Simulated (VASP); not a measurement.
# NaH (zincblende type) (F-43m) in VASP: further runs

NaH (zincblende type) is run at these levels: r2SCAN; tasks: single point, relaxation of cell and atoms.

All numbers are computed with VASP 6.6.1; they aren't measurements. Logs are shortened: lines on timing, memory, paths and dates and some standing lists are left out, and cuts for length are marked.

## Step 1: The cell of the first run

Symmetry: F-43m, No. 216, cubic system. The conventional cell has a = 5.193 Å, b = 5.193 Å, c = 5.193 Å, α = 90.00°, β = 90.00°, γ = 90.00°. Within 3.0 Å of Na (site symmetry -43m) lie 4 H at 2.25 Å. H (site symmetry -43m) has 4 Na at 2.25 Å within 3.0 Å.

## Step 2: Single point, r2SCAN

Contents of POSCAR:

```
NaH
1.0
    0.0000000000      2.5965603919      2.5965603919
    2.5965603919      0.0000000000      2.5965603919
    2.5965603919      2.5965603919      0.0000000000
Na H
1 1
Direct
    0.0000000000      0.0000000000      0.0000000000
    0.2500000000      0.2500000000      0.2500000000
```

Contents of INCAR.step1:

```
PREC = Accurate
ENCUT = 520
ISMEAR = -1
SIGMA = 0.1
LREAL = F
LASPH = T
NELM = 60
NBANDS = 11
GGA = PE
ALGO = Normal
EDIFF = 1E-4
LWAVE = T
LCHARG = F
```

Contents of INCAR.step2:

```
PREC = Accurate
ENCUT = 520
EDIFF = 1E-6
ISMEAR = -1
SIGMA = 0.1
LREAL = F
LASPH = T
NELM = 60
ALGO = Normal
ISIF = 2
LWAVE = F
LCHARG = F
METAGGA = R2SCAN
LMIXTAU = T
NBANDS = 11
ISTART = 1
```

Contents of KPOINTS:

```
regular mesh
0
Gamma
  16 16 16
```

Potentials or basis: VASP PAW PBE potentials, release 64 (Na_pv, H).

Launch:

```
> cat potpaw_PBE.64/Na_pv/POTCAR potpaw_PBE.64/H/POTCAR > POTCAR
> cp INCAR.step1 INCAR
> mpirun -np 1 vasp_std > vasp.out
> cp INCAR.step2 INCAR
> mpirun -np 1 vasp_std > vasp.out
```

OUTCAR:

```text
PREC = Accurate
   ENCUT = 520
   EDIFF = 1E-6
   ISMEAR = -1
   LREAL = F
   LASPH = T
   NELM = 60
   ISIF = 2
   METAGGA = R2SCAN
   ISTART = 1

 ion  position               nearest neighbor table
   1  0.000  0.000  0.000-
   2  0.250  0.250  0.250-

  LATTYP: Found a face centered cubic cell.
 ALAT       =     5.1931207838

  Lattice vectors:

 A1 = (   0.0000000000,   2.5965603919,   2.5965603919)
 A2 = (   2.5965603919,   0.0000000000,   2.5965603919)
 A3 = (   2.5965603919,   2.5965603919,   0.0000000000)

Analysis of symmetry for initial positions (statically):
=====================================================================
 Subroutine PRICEL returns:
 Original cell was already a primitive cell.

 Routine SETGRP: Setting up the symmetry group for a
 face centered cubic supercell.

 Subroutine GETGRP returns: Found 24 space group operations
 (whereof 24 operations were pure point group operations)
 out of a pool of 48 trial point group operations.

The static configuration has the point symmetry T_d .

Analysis of symmetry for dynamics (positions and initial velocities):
=====================================================================
 Subroutine PRICEL returns:
 Original cell was already a primitive cell.

 Routine SETGRP: Setting up the symmetry group for a
 face centered cubic supercell.

 Subroutine GETGRP returns: Found 24 space group operations
 (whereof 24 operations were pure point group operations)
 out of a pool of 48 trial point group operations.

The dynamic configuration has the point symmetry T_d .

 Subroutine INISYM returns: Found 24 space group operations
 (whereof 24 operations are pure point group operations),
 and found     1 'primitive' translations

----------------------------------------------------------------------------------------

                                     Primitive cell

  volume of cell :      35.0127

  direct lattice vectors                    reciprocal lattice vectors
     0.000000000  2.596560392  2.596560392    -0.192562438  0.192562438  0.192562438
     2.596560392  0.000000000  2.596560392     0.192562438 -0.192562438  0.192562438
     2.596560392  2.596560392  0.000000000     0.192562438  0.192562438 -0.192562438

  length of vectors
     3.672090922  3.672090922  3.672090922     0.333527927  0.333527927  0.333527927

  position of ions in fractional coordinates (direct lattice)
     0.000000000  0.000000000  0.000000000
     0.250000000  0.250000000  0.250000000

  ion indices of the primitive-cell ions
   primitive index   ion index
                 1           1
                 2           2

----------------------------------------------------------------------------------------

 KPOINTS: regular mesh

Automatic generation of k-mesh.
 Grid dimensions read from file:
 generate k-points for:   16   16   16

 Generating k-lattice:

  Cartesian coordinates                     Fractional coordinates (reciprocal lattice)
    -0.012035152  0.012035152  0.012035152     0.062500000  0.000000000  0.000000000
     0.012035152 -0.012035152  0.012035152     0.000000000  0.062500000  0.000000000
     0.012035152  0.012035152 -0.012035152     0.000000000  0.000000000  0.062500000

  Length of vectors
     0.020845495  0.020845495  0.020845495

  Shift w.r.t. Gamma in fractional coordinates (k-lattice)
     0.000000000  0.000000000  0.000000000

 Subroutine IBZKPT returns following result:
 ===========================================

 Found    145 irreducible k-points:

 Following reciprocal coordinates:
            Coordinates               Weight
  0.000000  0.000000  0.000000      1.000000
  0.062500  0.000000  0.000000      8.000000
  0.125000  0.000000  0.000000      8.000000
  0.187500  0.000000  0.000000      8.000000
  0.250000  0.000000  0.000000      8.000000
  0.312500  0.000000  0.000000      8.000000
[... 16 lines left out ...]
 -0.125000  0.062500  0.000000     24.000000
 -0.062500  0.062500  0.000000     12.000000
 [... further k-points ...]
   k-points           NKPTS =    145   k-points in BZ     NKDIM =    145   number of bands    NBANDS=     11
   number of dos      NEDOS =    301   number of ions     NIONS =      2
   total plane-waves  NPLWV =  21952
   dimension x,y,z NGX =    28 NGY =   28 NGZ =   28
   dimension x,y,z NGXF=    56 NGYF=   56 NGZF=   56
   ions per type =               1   1
   NGX,Y,Z   is equivalent  to a cutoff of  12.68, 12.68, 12.68 a.u.
   NGXF,Y,Z  is equivalent  to a cutoff of  25.35, 25.35, 25.35 a.u.
 SYSTEM =  unknown system
   PREC   = accura    normal or accurate (medium, high low for compatibility)
   ISTART =      1    job   : 0-new  1-cont  2-samecut
   ICHARG =      0    charge: 1-file 2-atom 10-const
   ISPIN  =      1    spin polarized calculation?
   LNONCOLLINEAR =      F non collinear calculations
   LSORBIT =      F    spin-orbit coupling
   LASPH  =      T    aspherical Exc in radial PAW
   ENCUT  =  520.0 eV  38.22 Ry    6.18 a.u.   6.83  6.83  6.83*2*pi/ulx,y,z
   NELM   =     60;   NELMIN=  2; NELMDL=  0     # of ELM steps
   EDIFF  = 0.1E-05   stopping-criterion for ELM
   LREAL  =      F    real-space projection
   EDIFFG = 0.1E-04   stopping-criterion for IOM
   NSW    =      0    number of steps for IOM
   IBRION =     -1    ionic relax: 0-MD 1-quasi-New 2-CG
   NFREE  =      0    steps in history (QN), initial steepest desc. (CG)
   ISIF   =      2    stress and relaxation
   ISYM   =      2    0-nonsym 1-usesym 2-fastsym
   POTIM  = 0.5000    time-step for ionic-motion
   TEBEG  =    0.0;   TEEND  =   0.0 temperature during run
   PSTRESS=    0.0 pullay stress
   NELECT =       8.0000    total number of electrons
   NUPDOWN=      -1.0000    fix difference up-down
   EMIN   =  10.00;   EMAX   =-10.00  energy-range for DOS
   EFERMI =   0.00;   METHOD = LEGACY
   ISMEAR =    -1;   SIGMA  =   0.10  broadening in eV -4-tet -1-fermi 0-gaus
   EFERMI_NEDOS =   21; number of points for ismear=-14 and -15
   IALGO  =     38    algorithm
   IMIX   =      4    mixing-type and parameters
     AMIX     =   0.40;   BMIX     =  1.00
     AMIX_MAG =   1.60;   BMIX_MAG =  1.00
  volume/ion in A,a.u.               =      17.51       118.14
  Fermi-wavevector in a.u.,A,eV,Ry     =   1.000836  1.891306 13.628594  1.001673
  Thomas-Fermi vector in A             =   2.133219
   LORBIT       =      0    0 simple, 1 ext, 2 COOP (PROOUT), +10 PAW based schemes
   METAGGA = R2SCAN    functional components
   LHFCALC =     F    Hartree Fock is set to
   AEXX    =    0.0000 exact exchange contribution
   IVDW    =     0    specifies the selected vdW correction
   LEPSILON=     F    determine dielectric tensor
   LRPA    =     F    only Hartree local field effects (RPA)
 non-spin polarized calculation
  energy-cutoff  :      520.00
  volume of cell :       35.01
 maximum number of plane-waves:       960
   NGX = 13   NGY = 13   NGZ = 13

 number of electron       8.0000009 magnetization

 Free energy of the ion-electron system (eV)
  ---------------------------------------------------
  ext. energy  EPLUGINS =         0.00000000
  ---------------------------------------------------
  free energy    TOTEN  =        -7.45971293 eV

  energy without entropy =       -7.45971293  energy(sigma->0) =       -7.45971293

 E-fermi :  -0.1235     XC(G=0):  -7.2132

 val. band max:       -2.2088976835   @ k =  -0.2500   0.5000   0.2500
 cond. band min:       1.8415887700   @ k =   0.5000   0.0000   0.0000
 fundamental gap:      4.0504864536
 Fermi energy:        -0.1234713875

 k-point     1 :       0.0000    0.0000    0.0000
  band No.  band energies     occupation
      1     -24.9874      2.00000
      2     -24.9869      2.00000
      3     -24.9869      2.00000
      4      -5.0059      2.00000
      5       6.6393      0.00000
      6      11.6056      0.00000
      7      11.6056      0.00000
      8      11.6056      0.00000
      9      14.9128      0.00000
     10      14.9128      0.00000
     11      14.9132      0.00000

 k-point     2 :       0.0625    0.0000    0.0000
  band No.  band energies     occupation
      1     -24.9888      2.00000
      2     -24.9876      2.00000
      3     -24.9872      2.00000
      4      -4.9505      2.00000
      5       6.4387      0.00000
      6      11.4474      0.00000
      7      11.5482      0.00000
      8      11.5483      0.00000
      9      15.0095      0.00000
     10      15.0480      0.00000
     11      15.0484      0.00000

 k-point     3 :       0.1250    0.0000    0.0000
  band No.  band energies     occupation
      1     -24.9939      2.00000
      2     -24.9883      2.00000
      3     -24.9879      2.00000
      4      -4.7869      2.00000
      5       5.8923      0.00000
      6      11.0464      0.00000
      7      11.4086      0.00000
      8      11.4086      0.00000
      9      15.3006      0.00000
     10      15.3008      0.00000
     11      15.3145      0.00000

 k-point     4 :       0.1875    0.0000    0.0000
  band No.  band energies     occupation
      1     -25.0014      2.00000
      2     -24.9893      2.00000
      3     -24.9889      2.00000
      4      -4.5233      2.00000
      5       5.1210      0.00000
      6      10.5638      0.00000
      7      11.2470      0.00000
      8      11.2471      0.00000
      9      14.9727      0.00000
     10      14.9730      0.00000
     11      15.5715      0.00000

 k-point     5 :       0.2500    0.0000    0.0000
  band No.  band energies     occupation
      1     -25.0103      2.00000
      2     -24.9905      2.00000
      3     -24.9901      2.00000
      4      -4.1753      2.00000
      5       4.2472      0.00000
      6      10.1217      0.00000
      7      11.1073      0.00000
      8      11.1073      0.00000
      9      14.3212      0.00000
     10      14.3216      0.00000
     11      15.3857      0.00000
[... 211 lines left out ...]
 k-point    21 :      -0.2500    0.0625    0.0000
  band No.  band energies     occupation
      1     -25.0134      2.00000
      2     -24.9924      2.00000
      3     -24.9903      2.00000
      4      -4.0023      2.00000
      5       3.9486      0.00000
      6       9.2791      0.00000
      7      11.1659      0.00000
      8      11.6054      0.00000
      9      13.5349      0.00000
     10      14.0422      0.00000
     11      16.1810      0.00000

 k-point    22 :      -0.1875    0.0625    0.0000
  band No.  band energies     occupation
      1     -25.0047      2.00000
      2     -24.9910      2.00000
      3     -24.9891      2.00000
      4      -4.3701      2.00000
      5       4.7913      0.00000
      6       9.7080      0.00000
      7      11.3170      0.00000
      8      11.7598      0.00000
      9      14.0562      0.00000
     10      14.5895      0.00000
     11      16.2205      0.00000

 k-point    23 :      -0.1250    0.0625    0.0000
  band No.  band energies     occupation
      1     -24.9969      2.00000
      2     -24.9896      2.00000
      3     -24.9881      2.00000
      4      -4.6621      2.00000
      5       5.5559      0.00000
      6      10.2618      0.00000
      7      11.4698      0.00000
      8      11.8203      0.00000
      9      14.6100      0.00000
     10      14.8694      0.00000
     11      15.8385      0.00000

 k-point    24 :      -0.0625    0.0625    0.0000
  band No.  band energies     occupation
      1     -24.9913      2.00000
      2     -24.9884      2.00000
      3     -24.9875      2.00000
      4      -4.8591      2.00000
      5       6.1386      0.00000
      6      10.8947      0.00000
      7      11.5470      0.00000
      8      11.7517      0.00000
      9      14.8530      0.00000
     10      14.8666      0.00000
     11      15.8951      0.00000

 [... further k-points ...]

------------------------ aborting loop because EDIFF is reached ----------------------------------------

  FORCE on cell =-STRESS in cart. coord.  units (eV):
  Direction    XX          YY          ZZ          XY          YZ          ZX
  --------------------------------------------------------------------------------------
  -------------------------------------------------------------------------------------
  Total       -0.0315044     -0.0315044     -0.0315044     -0.0000000     -0.0000000     -0.0000000
  in kB       -1.4416368     -1.4416368     -1.4416368     -0.0000000     -0.0000000     -0.0000000
  external PRESSURE =      -1.4416368 kB  Pullay stress =       0.0000000 kB

 VOLUME and BASIS-vectors are now :
 -----------------------------------------------------------------------------
  energy-cutoff  :      520.00
  volume of cell :       35.01
      direct lattice vectors                 reciprocal lattice vectors
     0.000000000  2.596560392  2.596560392    -0.192562438  0.192562438  0.192562438
     2.596560392  0.000000000  2.596560392     0.192562438 -0.192562438  0.192562438
     2.596560392  2.596560392  0.000000000     0.192562438  0.192562438 -0.192562438

 POSITION                                       TOTAL-FORCE (eV/Angst)
 -----------------------------------------------------------------------------------
      0.00000      0.00000      0.00000         0.000000      0.000000      0.000000
      1.29828      1.29828      1.29828        -0.000000     -0.000000     -0.000000
 -----------------------------------------------------------------------------------
    total drift:                               -0.000000     -0.000000     -0.000000

  FREE ENERGIE OF THE ION-ELECTRON SYSTEM (eV)
  ---------------------------------------------------
  free  energy   TOTEN  =        -7.4597129309 eV

  energy  without entropy=       -7.4597129305  energy(sigma->0) =       -7.45971293
```

It took 87 s on 1 thread of Intel Xeon 6975P-C (Granite Rapids), shared host; peak memory 0.18 GiB.

Results:

```
Free energy            : -7.4597 eV
Pressure               : -0.1 GPa
Band gap on the k mesh : 4.05 eV (least direct gap 4.74 eV)
```

Caveat: the PAW data sets were made with another functional, which shifts forces and pressure a little. A k mesh can miss the band edges.

## Step 3: Relaxation of cell and atoms, r2SCAN

This run uses another cell than the first one, of 12.93 Å³/atom.

Contents of POSCAR:

```
NaH
1.0
    0.0000000000      2.3472737508      2.3472737508
    2.3472737508      0.0000000000      2.3472737508
    2.3472737508      2.3472737508      0.0000000000
Na H
1 1
Direct
    0.0000000000      0.0000000000      0.0000000000
    0.2500000000      0.2500000000      0.2500000000
```

Contents of INCAR.step1:

```
PREC     = Accurate       # precision mode
ENCUT    = 600            # plane-wave cutoff, eV
ISMEAR   = -1             # smearing method
SIGMA    = 0.1            # smearing width, eV
LREAL    = F              # projectors in reciprocal space
LASPH    = T              # aspherical terms in the spheres
NELM     = 80             # most SCF steps
GGA      = PE             # functional
ALGO     = Normal         # electronic algorithm
EDIFF    = 1E-4           # SCF threshold, eV
LWAVE    = T              # write WAVECAR
LCHARG   = F              # write CHGCAR
```

Contents of INCAR.step2:

```
PREC     = Accurate       # precision mode
ENCUT    = 600            # plane-wave cutoff, eV
EDIFF    = 1E-6           # SCF threshold, eV
ISMEAR   = -1             # smearing method
SIGMA    = 0.1            # smearing width, eV
LREAL    = F              # projectors in reciprocal space
LASPH    = T              # aspherical terms in the spheres
NELM     = 80             # most SCF steps
ALGO     = Normal         # electronic algorithm
ISIF     = 3              # what is computed and relaxed
LWAVE    = F              # write WAVECAR
LCHARG   = F              # write CHGCAR
METAGGA  = R2SCAN         # meta-GGA
LMIXTAU  = T            
IBRION   = 2              # ionic algorithm
NSW      = 60             # ionic steps
EDIFFG   = -0.005         # ionic threshold
ISTART   = 1
```

KPOINTS is that of step 2.

Potentials or basis: VASP PAW PBE potentials, release 64 (Na_pv, H).

Launch:

```
> cat potpaw_PBE.64/Na_pv/POTCAR potpaw_PBE.64/H/POTCAR > POTCAR
> cp INCAR.step1 INCAR
> mpirun -np 1 vasp_std > vasp.out
> cp INCAR.step2 INCAR
> mpirun -np 1 vasp_std > vasp.out
```

It took 4.9 min on 1 thread of Intel Xeon 6975P-C (Granite Rapids), shared host; peak memory 0.17 GiB.

It converged, with:

```
Free energy                           : -7.4574 eV
Relaxed volume                        : 17.35 Å³/atom
Relaxed cell                          : a = 3.661 Å, b = 3.661 Å, c = 3.661 Å, α = 60.00°, β = 60.00°, γ = 60.00°
Space group after relaxing (to 0.1 Å) : F-43m (No. 216)
Energy gained by relaxing             : 102.2 meV/atom
Ionic steps                           : 5
Pressure after relaxing               : 0.0 GPa
Band gap on the k mesh                : 4.06 eV (least direct gap 4.76 eV)
```

The path:
```tsv
step	energy change (eV)	largest force (eV/Å)	pressure (GPa)	volume (Å³)
1	0.0000	0.0000	9.53	25.87
2	-0.1291	0.0000	4.87	28.85
3	-0.2007	0.0000	0.98	33.15
4	-0.2044	0.0000	0.07	34.52
5	-0.2043	0.0000	-0.02	34.71
```

Final structure:
```
CELL_PARAMETERS angstrom
0.00000 2.58904 2.58904
2.58904 0.00000 2.58904
2.58904 2.58904 0.00000
ATOMIC_POSITIONS crystal
Na 0.00000 0.00000 0.00000
H 0.25000 0.25000 0.25000
```

Levels at points of the mesh, in eV from the valence-band top:
| k point | band 1 | band 2 | band 3 | band 4 | band 5 | band 6 | band 7 | band 8 |
| --- | --- | --- | --- | --- | --- | --- | --- | --- |
| (0.00, 0.00, 0.00) | -22.76 | -22.76 | -22.76 | -2.82 | 8.90 | 13.87 | 13.87 | 13.87 |
| (0.50, 0.00, 0.00) | -22.81 | -22.77 | -22.77 | -0.70 | 4.06 | 11.60 | 13.19 | 13.19 |
| (0.50, 0.50, 0.00) | -22.81 | -22.78 | -22.78 | -0.08 | 5.56 | 7.93 | 10.41 | 10.41 |

Caveat: the volume moved by over 15 % at a fixed basis, so the end points are rough; the PAW data sets were made with another functional, which shifts forces and pressure a little.
